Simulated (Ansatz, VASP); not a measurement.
One calculation of Ge2H, two programs

```
CELL_PARAMETERS angstrom
4.02269 0.00000 0.00000
-2.01134 3.48375 0.00000
0.00000 0.00000 17.68426
ATOMIC_POSITIONS crystal
Ge 0.33333 0.66667 0.26488
Ge 0.66667 0.33333 0.22619
H 0.33333 0.66667 0.33161
```

Alike in both runs: task single point; functional PBE; dispersion D3(BJ); k mesh 9 × 9 × 1; occupations gaussian, width 0.1 eV; collinear spin.

```csv
,VASP,Ansatz
version,VASP 6.6.1,Ansatz 0.2.0
potentials or method,"VASP PAW PBE potentials, release 64 (Ge_d, H), cutoff 520 eV","scalar-relativistic, plane waves, PAW"
valence electrons in the cell,29,29
```

```tsv
	VASP	Ansatz	Ansatz less VASP
gap on the k mesh at the Fermi level (eV)	0.63	0.62	-0.007
least direct gap on the mesh (eV)	0.78	0.76	-0.021
rms of the force components (eV/Å)	6.014	6.360	+0.3465
net moment per atom (μB)	0.33	0.33	0.000
size of the moment on the site where the two differ most (μB)	0.37	0.27	-0.098
```

Site moments also hang on the region over which each program counts them. Atom by atom the forces differ by 0.347 eV/Å (rms over components).
